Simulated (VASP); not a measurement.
Set up this calculation in VASP 6.6.1, as the native input.

```
Task                   : single point
Functional             : PBE
Dispersion             : D3(BJ)
Potentials or basis    : VASP PAW PBE potentials, release 64 (Cd, Se)
Cutoff                 : 520 eV
k mesh                 : 8 × 8 × 8
Occupations            : fermi-dirac, width 0.05 eV
Spin                   : no spin polarisation
Dipole correction      : no
Further INCAR settings : ALGO = Normal; EDIFF = 1e-07; NBANDS = 16
```

The structure of CdSe lies in POSCAR:

```
CdSe
1.0
    0.0000000000      3.0906047130      3.0906047130
    3.0906047130      0.0000000000      3.0906047130
    3.0906047130      3.0906047130      0.0000000000
Cd Se
1 1
Direct
    0.0000000000      0.0000000000      0.0000000000
    0.2500000000      0.2500000000      0.2500000000
```

The input as run:

INCAR

```
PREC = Accurate
ENCUT = 520
EDIFF = 1E-7
ISMEAR = -1
SIGMA = 0.05
LREAL = F
LASPH = T
NELM = 60
ALGO = Normal
ISIF = 2
LWAVE = F
LCHARG = F
GGA = PE
IVDW = 12
NBANDS = 16
```

KPOINTS

```
regular mesh
0
Gamma
  8 8 8
```

Potentials or basis: VASP PAW PBE potentials, release 64 (Cd, Se).

Run with:

```console
$ cat potpaw_PBE.64/Cd/POTCAR potpaw_PBE.64/Se/POTCAR > POTCAR
$ mpirun -np 1 vasp_std > vasp.out
```

Results of the run:

```
Pressure                   : -1.3 GPa
Band gap on the k mesh     : 0.51 eV, direct
Dispersion energy per atom : -0.301 eV
```

Run time: 30 s on 1 thread of Intel Xeon 6975P-C, with other jobs on the host, peak memory 0.22 GiB.
